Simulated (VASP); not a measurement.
BaTe, 2 atoms in the cell. It takes space group Fm-3m (No. 225, cubic). The conventional cell has a = 6.820 Å, b = 6.820 Å, c = 6.820 Å, α = 90.00°, β = 90.00°, γ = 90.00°. Ba (site symmetry m-3m) has 6 Te at 3.41 Å within 4.5 Å. Within 4.5 Å of Te (site symmetry m-3m) lie 6 Ba at 3.41 Å. 

| Property | Result |
| --- | --- |
| Program | VASP 6.6.1 |
| Task | relaxation of cell and atoms |
| Functional | r2SCAN |
| Potentials or basis | VASP PAW PBE potentials, release 64 (Ba_sv, Te) |
| Cutoff | 600 eV |
| k mesh | 8 × 8 × 8 |
| Occupations | fermi-dirac, width 0.02 eV |
| Spin | no spin polarisation |
| Dipole correction | no |
| Further INCAR settings | ALGO = Normal; EDIFF = 1e-07; IBRION = 2; EDIFFG = -0.01; NSW = 80; ISIF = 3 |

Potentials or basis: VASP PAW PBE potentials, release 64 (Ba_sv, Te).

Command:

```bash
$ cat potpaw_PBE.64/Ba_sv/POTCAR potpaw_PBE.64/Te/POTCAR > POTCAR
$ cp INCAR.step1 INCAR
$ mpirun -np 1 vasp_std > vasp.out
$ cp INCAR.step2 INCAR
$ mpirun -np 1 vasp_std > vasp.out
```

Hardware: 1 thread of AMD EPYC 9755 128-Core Processor, on a shared host.

Estimate the wall time of this run.

Wall time 18 min on 1 thread of AMD EPYC 9755 128-Core Processor, with other jobs on the host, peak memory 0.25 GiB. Counts: k points 29, ion steps 3.
